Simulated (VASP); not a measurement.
# Na (P6_3/mmc) in VASP: a series of runs, part 2 of 2

VASP 6.6.1.

### Step 5. Single point, PBEsol

This run uses another cell than the first one, of 36.40 Å³/atom, 2.009 times its volume.

Input file INCAR:

```
PREC     = Accurate       # precision mode
ENCUT    = 520            # plane-wave cutoff, eV
EDIFF    = 1E-6           # SCF threshold, eV
ISMEAR   = -1             # smearing method
SIGMA    = 0.05           # smearing width, eV
LREAL    = F              # projectors in reciprocal space
LASPH    = T              # aspherical terms in the spheres
NELM     = 60             # most SCF steps
ALGO     = Normal         # electronic algorithm
ISIF     = 2              # what is computed and relaxed
LWAVE    = F              # write WAVECAR
LCHARG   = F              # write CHGCAR
GGA      = PS             # functional
NBANDS   = 22             # bands
```

Input file KPOINTS:

```
regular mesh
0
Gamma
  8 8 3
```

Input file POSCAR:

```
Na
1.0
    3.7483594178      0.0000000000      0.0000000000
   -1.8741797089      3.2461744783      0.0000000000
    0.0000000000      0.0000000000     11.9660420296
Na
4
Direct
    0.6666666667      0.3333333333      0.7500000000
    0.0000000000      0.0000000000      0.5000000000
    0.3333333333      0.6666666667      0.2500000000
    0.0000000000      0.0000000000      0.0000000000
```

Potentials or basis: VASP PAW PBE potentials, release 64 (Na_pv).

On the command line:

```console
$ cat potpaw_PBE.64/Na_pv/POTCAR > POTCAR
$ mpirun -np 1 vasp_std > vasp.out
```

OUTCAR:

```text
PREC = Accurate
   ENCUT = 520
   EDIFF = 1E-6
   ISMEAR = -1
   LREAL = F
   LASPH = T
   NELM = 60
   ISIF = 2
   GGA = PS

 ion  position               nearest neighbor table
   1  0.667  0.333  0.750-
   2  0.000  0.000  0.500-
   3  0.333  0.667  0.250-
   4  0.000  0.000  0.000-

  LATTYP: Found a hexagonal cell.
 ALAT       =     3.7483594178
 C/A-ratio  =     3.1923411540

  Lattice vectors:

 A1 = (   3.7483594178,   0.0000000000,   0.0000000000)
 A2 = (  -1.8741797089,   3.2461744783,   0.0000000000)
 A3 = (   0.0000000000,   0.0000000000,  11.9660420296)

Analysis of symmetry for initial positions (statically):
=====================================================================
 Subroutine PRICEL returns:
 Original cell was already a primitive cell.

 Routine SETGRP: Setting up the symmetry group for a
 hexagonal supercell.

 Subroutine GETGRP returns: Found 24 space group operations
 (whereof 12 operations were pure point group operations)
 out of a pool of 24 trial point group operations.

The static configuration has the point symmetry D_3d.
 The point group associated with its full space group is D_6h.

Analysis of symmetry for dynamics (positions and initial velocities):
=====================================================================
 Subroutine PRICEL returns:
 Original cell was already a primitive cell.

 Routine SETGRP: Setting up the symmetry group for a
 hexagonal supercell.

 Subroutine GETGRP returns: Found 24 space group operations
 (whereof 12 operations were pure point group operations)
 out of a pool of 24 trial point group operations.

The dynamic configuration has the point symmetry D_3d.
 The point group associated with its full space group is D_6h.

 Subroutine INISYM returns: Found 24 space group operations
 (whereof 12 operations are pure point group operations),
 and found     1 'primitive' translations

----------------------------------------------------------------------------------------

                                     Primitive cell

  volume of cell :     145.6007

  direct lattice vectors                    reciprocal lattice vectors
     3.748359418  0.000000000  0.000000000     0.266783381  0.154027457  0.000000000
    -1.874179709  3.246174478  0.000000000     0.000000000  0.308054914  0.000000000
     0.000000000  0.000000000 11.966042030     0.000000000  0.000000000  0.083569822

  length of vectors
     3.748359418  3.748359418 11.966042030     0.308054914  0.308054914  0.083569822

  position of ions in fractional coordinates (direct lattice)
     0.666666667  0.333333333  0.750000000
     0.000000000  0.000000000  0.500000000
     0.333333333  0.666666667  0.250000000
     0.000000000  0.000000000  0.000000000

  ion indices of the primitive-cell ions
   primitive index   ion index
                 1           1
                 2           2
                 3           3
                 4           4

----------------------------------------------------------------------------------------

 KPOINTS: regular mesh

Automatic generation of k-mesh.
 Grid dimensions read from file:
 generate k-points for:    8    8    3

 Generating k-lattice:

  Cartesian coordinates                     Fractional coordinates (reciprocal lattice)
     0.033347923  0.019253432  0.000000000     0.125000000  0.000000000  0.000000000
     0.000000000  0.038506864  0.000000000     0.000000000  0.125000000  0.000000000
     0.000000000  0.000000000  0.027856607     0.000000000  0.000000000  0.333333333

  Length of vectors
     0.038506864  0.038506864  0.027856607

  Shift w.r.t. Gamma in fractional coordinates (k-lattice)
     0.000000000  0.000000000  0.000000000

 Subroutine IBZKPT returns following result:
 ===========================================

 Found     20 irreducible k-points:

 Following reciprocal coordinates:
            Coordinates               Weight
  0.000000  0.000000  0.000000      1.000000
  0.125000  0.000000  0.000000      6.000000
  0.250000  0.000000  0.000000      6.000000
  0.375000  0.000000  0.000000      6.000000
  0.500000  0.000000  0.000000      3.000000
  0.125000  0.125000  0.000000      6.000000
[... 12 lines left out ...]
  0.250000  0.250000  0.333333     12.000000
  0.375000  0.250000  0.333333     12.000000
   k-points           NKPTS =     20   k-points in BZ     NKDIM =     20   number of bands    NBANDS=     22
   number of dos      NEDOS =    301   number of ions     NIONS =      4
   total plane-waves  NPLWV =  70560
   dimension x,y,z NGX =    28 NGY =   28 NGZ =   90
   dimension x,y,z NGXF=    56 NGYF=   56 NGZF=  180
   ions per type =               4
   NGX,Y,Z   is equivalent  to a cutoff of  12.42, 12.42, 12.50 a.u.
   NGXF,Y,Z  is equivalent  to a cutoff of  24.84, 24.84, 25.01 a.u.
 SYSTEM =  unknown system
   PREC   = accura    normal or accurate (medium, high low for compatibility)
   ISTART =      0    job   : 0-new  1-cont  2-samecut
   ICHARG =      2    charge: 1-file 2-atom 10-const
   ISPIN  =      1    spin polarized calculation?
   LNONCOLLINEAR =      F non collinear calculations
   LSORBIT =      F    spin-orbit coupling
   LASPH  =      T    aspherical Exc in radial PAW
   ENCUT  =  520.0 eV  38.22 Ry    6.18 a.u.   6.97  6.97 22.25*2*pi/ulx,y,z
   NELM   =     60;   NELMIN=  2; NELMDL= -5     # of ELM steps
   EDIFF  = 0.1E-05   stopping-criterion for ELM
   LREAL  =      F    real-space projection
   EDIFFG = 0.1E-04   stopping-criterion for IOM
   NSW    =      0    number of steps for IOM
   IBRION =     -1    ionic relax: 0-MD 1-quasi-New 2-CG
   NFREE  =      0    steps in history (QN), initial steepest desc. (CG)
   ISIF   =      2    stress and relaxation
   ISYM   =      2    0-nonsym 1-usesym 2-fastsym
   POTIM  = 0.5000    time-step for ionic-motion
   TEBEG  =    0.0;   TEEND  =   0.0 temperature during run
   PSTRESS=    0.0 pullay stress
   NELECT =      28.0000    total number of electrons
   NUPDOWN=      -1.0000    fix difference up-down
   EMIN   =  10.00;   EMAX   =-10.00  energy-range for DOS
   EFERMI =   0.00;   METHOD = LEGACY
   ISMEAR =    -1;   SIGMA  =   0.05  broadening in eV -4-tet -1-fermi 0-gaus
   EFERMI_NEDOS =   21; number of points for ismear=-14 and -15
   IALGO  =     38    algorithm
   IMIX   =      4    mixing-type and parameters
     AMIX     =   0.40;   BMIX     =  1.00
     AMIX_MAG =   1.60;   BMIX_MAG =  1.00
  volume/ion in A,a.u.               =      36.40       245.64
  Fermi-wavevector in a.u.,A,eV,Ry     =   0.944945  1.785686 12.148916  0.892920
  Thomas-Fermi vector in A             =   2.072798
   LORBIT       =      0    0 simple, 1 ext, 2 COOP (PROOUT), +10 PAW based schemes
   GGA     = PS    functional components
   LHFCALC =     F    Hartree Fock is set to
   AEXX    =    0.0000 exact exchange contribution
   IVDW    =     0    specifies the selected vdW correction
   LEPSILON=     F    determine dielectric tensor
   LRPA    =     F    only Hartree local field effects (RPA)
 non-spin polarized calculation
  energy-cutoff  :      520.00
  volume of cell :      145.60
 maximum number of plane-waves:      3945
 NGX is ok and might be reduce to    28
   NGX = 13   NGY = 13   NGZ = 45

 number of electron      27.9999987 magnetization

 Free energy of the ion-electron system (eV)
  ---------------------------------------------------
  ext. energy  EPLUGINS =         0.00000000
  ---------------------------------------------------
  free energy    TOTEN  =        -5.60429374 eV

  energy without entropy =       -5.59056369  energy(sigma->0) =       -5.59742872

 E-fermi :   0.3512     XC(G=0):  -6.5490

 val. band max:        0.1931000603   @ k =   0.2500   0.2500   0.3333
 cond. band min:       0.4070781962   @ k =   0.3750   0.1250   0.3333
 fundamental gap:      0.2139781359
 Fermi energy:         0.3512304180

 k-point     1 :       0.0000    0.0000    0.0000
  band No.  band energies     occupation
      1     -24.4503      2.00000
      2     -24.4306      2.00000
      3     -24.4300      2.00000
      4     -24.4154      2.00000
      5     -24.4154      2.00000
      6     -24.4125      2.00000
[... 474 lines left out ...]
      6     -24.4303      2.00000
[... 14 lines left out ...]
     21       4.1228      0.00000
     22       4.2982      0.00000

------------------------ aborting loop because EDIFF is reached ----------------------------------------

  FORCE on cell =-STRESS in cart. coord.  units (eV):
  Direction    XX          YY          ZZ          XY          YZ          ZX
  --------------------------------------------------------------------------------------
  -------------------------------------------------------------------------------------
  Total       -0.0075600     -0.0075600      0.0051454     -0.0000000     -0.0000000      0.0000000
  in kB       -0.0831900     -0.0831900      0.0566191     -0.0000000     -0.0000000      0.0000000
  external PRESSURE =      -0.0365870 kB  Pullay stress =       0.0000000 kB

 VOLUME and BASIS-vectors are now :
 -----------------------------------------------------------------------------
  energy-cutoff  :      520.00
  volume of cell :      145.60
      direct lattice vectors                 reciprocal lattice vectors
     3.748359418  0.000000000  0.000000000     0.266783381  0.154027457  0.000000000
    -1.874179709  3.246174478  0.000000000     0.000000000  0.308054914  0.000000000
     0.000000000  0.000000000 11.966042030     0.000000000  0.000000000  0.083569822

 POSITION                                       TOTAL-FORCE (eV/Angst)
 -----------------------------------------------------------------------------------
      1.87418      1.08206      8.97453         0.000000     -0.000000      0.000000
      0.00000      0.00000      5.98302        -0.000000      0.000000     -0.000000
     -0.00000      2.16412      2.99151         0.000000      0.000000     -0.000000
      0.00000      0.00000      0.00000        -0.000000      0.000000     -0.000000
 -----------------------------------------------------------------------------------
    total drift:                                0.000000     -0.000000      0.000000

  FREE ENERGIE OF THE ION-ELECTRON SYSTEM (eV)
  ---------------------------------------------------
  free  energy   TOTEN  =        -5.6042937406 eV

  energy  without entropy=       -5.5905636914  energy(sigma->0) =       -5.59742872
```

Wall time 49 s (1 thread of Intel Xeon Platinum 8375C at 2.90GHz (Ice Lake), shared host); peak memory 0.25 GiB.

What came out:

* Free energy: -5.6043 eV
* Pressure: 0.0 GPa
* Band gap on the k mesh: zero (band 14 reaches 1.37 eV, above the bottom of band 15 at -1.88 eV)

Caveat: the PAW data sets were made with another functional, which shifts forces and pressure a little.

### Step 6. Overview

| cell | gap on the mesh (eV) | pressure (GPa) |
| --- | --- | --- |
| a = 2.969, b = 2.969, c = 9.494 Å, angles 90.0, 90.0, 120.0°, 4 atoms | none | 20.0 |
| a = 3.167, b = 3.167, c = 10.136 Å, angles 90.0, 90.0, 120.0°, 4 atoms | none | 10.0 |
| a = 3.342, b = 3.342, c = 10.705 Å, angles 90.0, 90.0, 120.0°, 4 atoms | none | 5.0 |
| a = 3.748, b = 3.748, c = 11.966 Å, angles 90.0, 90.0, 120.0°, 4 atoms | none | 0.0 |

Alike in all rows: task single point; level PBEsol; potentials or basis VASP PAW PBE potentials, release 64 (Na_pv); no spin polarisation; k mesh 8 × 8 × 3; cutoff (eV) 520; smearing fermi-dirac 0.05 eV.

Caveats: the PAW data sets were made with another functional, which shifts forces and pressure a little.

Absolute energies hang on the potentials; compare differences alone.
